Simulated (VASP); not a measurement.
C: vibrations by perturbation theory with PBEsol

The system is C.

```
C
1.0
     1.77690    1.77690    0.00000
    -1.77690    1.77690    0.00000
     0.00000    1.77690    1.77690
C
2
Direct
  0.50000 0.50000 0.00000
  0.75000 0.25000 0.50000
```

```yaml
Program: VASP 6.6.1
Task: vibrations by perturbation theory
Functional: PBEsol
Potentials_or_basis: VASP PAW PBE potentials, release 64 (C)
Cutoff: 520 eV
k_mesh: 12 × 12 × 12
Occupations: gaussian, width 0.01 eV
Spin: no spin polarisation
Dipole_correction: no
Further_INCAR_settings: ALGO = Normal; EDIFF = 1e-08; NBANDS = 11; IBRION = 8; NSW = 1
```

```yaml
Highest_phonon_frequency_at_Γ: 1309 cm⁻¹
```

Phonon frequencies in cm⁻¹ (negative: imaginary):
```
              q point           frequencies
(0.000, 0.000, 0.000)  0 0 0 1309 1309 1309
```

Wall time 55 s on 1 thread of Intel Xeon 6975P-C (shared host), peak memory 0.18 GiB.

Caveat: the cell wasn't relaxed at this level first, which shifts response properties.
